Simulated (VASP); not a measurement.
# Mo: single point with RPBE

Mo:

```
Mo
1.0
    -1.64965    1.64965    1.64965
     1.64965   -1.64965    1.64965
     1.64965    1.64965   -1.64965
Mo
1
Cartesian
  0.0000 0.0000 0.0000
```

This cell differs from its parent crystal: volume scaled by 1.12.

| Item | Value |
| --- | --- |
| Program | VASP 6.6.1 |
| Task | single point |
| Functional | RPBE |
| Potentials or basis | VASP PAW PBE potentials, release 64 (Mo_sv) |
| Cutoff | 520 eV |
| k mesh | 23 × 23 × 23 |
| Occupations | fermi-dirac, width 0.1 eV |
| Spin | no spin polarisation |
| Dipole correction | no |
| Further INCAR settings | ALGO = Normal; EDIFF = 1e-06; NBANDS = 13 |

* Pressure: -22.0 GPa
* Band gap on the k mesh: zero (band 7 reaches 13.69 eV, above the bottom of band 8 at 9.43 eV)

Levels at points of the mesh, in eV from the Fermi level:
| k point | band 4 | band 5 | band 6 | band 7 | band 8 | band 9 | band 10 | band 11 |
| --- | --- | --- | --- | --- | --- | --- | --- | --- |
| (0.00, 0.00, 0.00) | -34.83 | -6.70 | -1.11 | -1.11 | -1.11 | 1.44 | 1.44 | 14.58 |

Run time: 39 s on 1 thread of Intel(R) Xeon(R) 6975P-C (Granite Rapids), with other jobs on the host, peak memory 0.2 GiB.

Caveat: the PAW data sets were made with another functional, which shifts forces and pressure a little.
